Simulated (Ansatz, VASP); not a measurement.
**One calculation of ZnO, two programs**

```
Zn O
1.0
    -3.23128    3.23128    2.64307
     3.23128   -3.23128    2.64307
     3.23128    3.23128   -2.64307
Zn O
4 4
Direct
  0.41044 0.91044 0.19840
  0.71205 0.21205 0.80160
  0.91044 0.71205 0.50000
  0.21205 0.41044 0.50000
  0.28869 0.08958 0.50000
  0.58958 0.78869 0.50000
  0.78869 0.28869 0.19911
  0.08958 0.58958 0.80090
```

Alike in both runs: functional PBE; k mesh 8 × 8 × 8; occupations gaussian, width 0.02 eV; no spin polarisation.

Ansatz relaxed the structure, and its values are those at the end. VASP's run is a single point on that final structure, the one shown.

```csv
,VASP,Ansatz
version,VASP 6.6.1,Ansatz 0.2.0
potentials or method,"VASP PAW PBE potentials, release 64 (Zn, O), cutoff 520 eV","scalar-relativistic, plane waves, PAW"
valence electrons in the cell,72,72
```

|  | VASP | Ansatz | Ansatz less VASP |
| --- | --- | --- | --- |
| gap on the k mesh at the Fermi level (eV) | 0.92 | 0.94 | +0.015 |
| least direct gap on the mesh (eV) | 0.92 | 0.94 | +0.015 |
| pressure (GPa) | 0.9 | 0.0 | -0.85 |
| rms of the force components (eV/Å) | 0.009 | 0.000 | -0.0086 |

The functional is the same, so the differences come from potentials, cutoffs and numerics.
